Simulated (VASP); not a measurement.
# BeTe (F-43m) in VASP: further runs, part 2 of 2

VASP 6.6.1. The steps go on from the part before.

## (5) Single point, HSE06

Input file POSCAR:

```
BeTe
1.0
    0.0000000000      2.7700000000      2.7700000000
    2.7700000000      0.0000000000      2.7700000000
    2.7700000000      2.7700000000      0.0000000000
Te Be
1 1
Direct
    0.7500000000      0.7500000000      0.7500000000
    0.0000000000      0.0000000000      0.0000000000
```

Input file INCAR.step1:

```
ALGO     = Normal         # electronic algorithm
EDIFF    = 1E-5           # SCF threshold, eV
ENCUT    = 520            # plane-wave cutoff, eV
GGA      = PE             # functional
ISIF     = 2              # what is computed and relaxed
ISMEAR   = 1              # smearing method
LASPH    = True           # aspherical terms in the spheres
LCHARG   = False          # write CHGCAR
LREAL    = False          # projectors in reciprocal space
LWAVE    = True           # write WAVECAR
NBANDS   = 11             # bands
NELM     = 60             # most SCF steps
PREC     = Accurate       # precision mode
SIGMA    = 0.05           # smearing width, eV
```

Input file INCAR.step2:

```
ALGO     = Normal         # electronic algorithm
EDIFF    = 1E-6           # SCF threshold, eV
ENCUT    = 520            # plane-wave cutoff, eV
GGA      = PE             # functional
HFSCREEN = 0.2079         # screening, 1/A
ISIF     = 2              # what is computed and relaxed
ISMEAR   = 1              # smearing method
ISTART   = 1            
LASPH    = True           # aspherical terms in the spheres
LCHARG   = False          # write CHGCAR
LHFCALC  = True           # exact exchange
LREAL    = False          # projectors in reciprocal space
LWAVE    = False          # write WAVECAR
NBANDS   = 11             # bands
NELM     = 60             # most SCF steps
PREC     = Accurate       # precision mode
PRECFOCK = Normal       
SIGMA    = 0.05           # smearing width, eV
```

Input file KPOINTS:

```
k-points
0
Gamma
  4 4 4
```

Potentials or basis: VASP PAW PBE potentials, release 64 (Te, Be).

Started as:

```
$ cat potpaw_PBE.64/Te/POTCAR potpaw_PBE.64/Be/POTCAR > POTCAR
$ cp INCAR.step1 INCAR
$ mpirun -np 1 vasp_std > vasp.out
$ cp INCAR.step2 INCAR
$ mpirun -np 1 vasp_std > vasp.out
```

OUTCAR:

```text
EDIFF = 1E-6
   ENCUT = 520
   GGA = PE
   HFSCREEN = 0.2079
   ISIF = 2
   ISMEAR = 1
   ISTART = 1
   LASPH = True
   LHFCALC = True
   LREAL = False
   NELM = 60
   PREC = Accurate
   PRECFOCK = Normal

 ion  position               nearest neighbor table
   1  0.750  0.750  0.750-   2 2.40   2 2.40   2 2.40   2 2.40
   2  0.000  0.000  0.000-   1 2.40   1 2.40   1 2.40   1 2.40

  LATTYP: Found a face centered cubic cell.
[... 290 lines left out ...]
     10      18.6514      0.00000
     11      19.5607      0.00000

------------------------ aborting loop because EDIFF is reached ----------------------------------------

  FORCE on cell =-STRESS in cart. coord.  units (eV):
  Direction    XX          YY          ZZ          XY          YZ          ZX
  --------------------------------------------------------------------------------------
  -------------------------------------------------------------------------------------
  Total        0.9607878      0.9607878      0.9607878      0.0000000      0.0000000      0.0000000
  in kB       36.2133538     36.2133538     36.2133538      0.0000000      0.0000000      0.0000000
  external PRESSURE =      36.2133538 kB  Pullay stress =       0.0000000 kB

 VOLUME and BASIS-vectors are now :
 -----------------------------------------------------------------------------
  energy-cutoff  :      520.00
  volume of cell :       42.51
      direct lattice vectors                 reciprocal lattice vectors
     0.000000000  2.770000000  2.770000000    -0.180505415  0.180505415  0.180505415
     2.770000000  0.000000000  2.770000000     0.180505415 -0.180505415  0.180505415
     2.770000000  2.770000000  0.000000000     0.180505415  0.180505415 -0.180505415

 POSITION                                       TOTAL-FORCE (eV/Angst)
 -----------------------------------------------------------------------------------
      4.15500      4.15500      4.15500        -0.000000     -0.000000     -0.000000
      0.00000      0.00000      0.00000         0.000000      0.000000      0.000000
 -----------------------------------------------------------------------------------
    total drift:                                0.000000     -0.000000      0.000000

  FREE ENERGIE OF THE ION-ELECTRON SYSTEM (eV)
  ---------------------------------------------------
  free  energy   TOTEN  =        -8.6590093634 eV

  energy  without entropy=       -8.6591452518  energy(sigma->0) =       -8.65905466
```

OUTCAR.step1:

```text
EDIFF = 1E-5
   ENCUT = 520
   GGA = PE
   ISIF = 2
   ISMEAR = 1
[... 315 lines left out ...]
 -----------------------------------------------------------------------------------
      4.15500      4.15500      4.15500        -0.000000     -0.000000      0.000000
      0.00000      0.00000      0.00000         0.000000      0.000000     -0.000000
 -----------------------------------------------------------------------------------
    total drift:                               -0.000000     -0.000000     -0.000000

  FREE ENERGIE OF THE ION-ELECTRON SYSTEM (eV)
  ---------------------------------------------------
  free  energy   TOTEN  =        -7.4994741276 eV

  energy  without entropy=       -7.4996100160  energy(sigma->0) =       -7.49951942
```

OSZICAR.step1:

```text
N       E                     dE             d eps       ncg     rms          rms(c)
DAV:   1     0.212927023205E+02    0.21293E+02   -0.34445E+03   176   0.584E+02
DAV:   2    -0.659538716077E+01   -0.27888E+02   -0.25967E+02   227   0.946E+01
DAV:   3    -0.766487410733E+01   -0.10695E+01   -0.10674E+01   220   0.205E+01
DAV:   4    -0.767722356765E+01   -0.12349E-01   -0.12348E-01   214   0.246E+00
DAV:   5    -0.767748142435E+01   -0.25786E-03   -0.25786E-03   242   0.336E-01    0.434E+00
DAV:   6    -0.753868837998E+01    0.13879E+00   -0.16587E-01   206   0.169E+00    0.260E+00
DAV:   7    -0.749832552305E+01    0.40363E-01   -0.12810E-01   217   0.158E+00    0.563E-01
DAV:   8    -0.749910163148E+01   -0.77611E-03   -0.75818E-03   203   0.508E-01    0.828E-02
DAV:   9    -0.749940412773E+01   -0.30250E-03   -0.40421E-04   211   0.118E-01    0.352E-02
DAV:  10    -0.749947302903E+01   -0.68901E-04   -0.93197E-05   205   0.497E-02    0.180E-02
DAV:  11    -0.749947412763E+01   -0.10986E-05   -0.22650E-06   159   0.902E-03
   1 F= -.74994741E+01 E0= -.74995194E+01  d E =0.135888E-03
```

Wall time 3.6 min (1 thread of AMD EPYC 7R43 (Zen 3), shared host); peak memory 0.24 GiB.

Results:

```
Free energy            : -8.6590 eV
Pressure               : 3.6 GPa
Band gap on the k mesh : 2.52 eV, indirect (least direct gap 4.43 eV)
```

Levels at points of the mesh, in eV from the valence-band top:
```csv
k point,band 1,band 2,band 3,band 4,band 5,band 6,band 7,band 8
"(0.00, 0.00, 0.00)",-13.80,0.00,0.00,0.00,4.43,4.43,4.43,4.99
"(0.50, 0.00, 0.00)",-12.14,-6.45,-1.31,-1.31,3.99,5.45,5.45,8.83
"(0.50, 0.50, 0.00)",-11.52,-5.94,-3.08,-3.08,2.52,3.32,11.42,11.42
```

Caveat: the k points lie up to 0.49 Å⁻¹ apart; the PAW data sets were made with another functional, which shifts forces and pressure a little; spin-orbit coupling is left out, which moves the levels of the heavy elements. A k mesh can miss the band edges.

## (6) Overview

| level | spin | k mesh | smearing | grid for exact exchange (PRECFOCK) | screening parameter | gap on the mesh (eV) | pressure (GPa) | moment (μB) |
| --- | --- | --- | --- | --- | --- | --- | --- | --- |
| BLYP | off | 8 × 8 × 8 | fermi-dirac 0.05 eV | - | - | 2.13 | 7.4 | - |
| PBE | non-collinear, zero start, SOC | 6 × 6 × 6 | fermi-dirac 0.05 eV | - | - | - | 4.5 | 0.00 |
| PBE | non-collinear, zero start, SOC | 7 × 7 × 7 | gaussian 0.1 eV | - | - | - | 4.5 | 0.00 |
| HSE06 | off | 4 × 4 × 4 | methfessel-paxton 0.05 eV | Normal | 0.2079 1/Å | 2.52 | 3.6 | - |

Alike in all rows: task single point; potentials or basis VASP PAW PBE potentials, release 64 (Te, Be); cell as given; cutoff (eV) 520.

Caveats: some runs use coarse meshes; the PAW data sets were made with another functional, which shifts forces and pressure a little (some runs); spin-orbit coupling is left out, which moves the levels of the heavy elements (some runs).

Absolute energies hang on the potentials; compare differences alone.
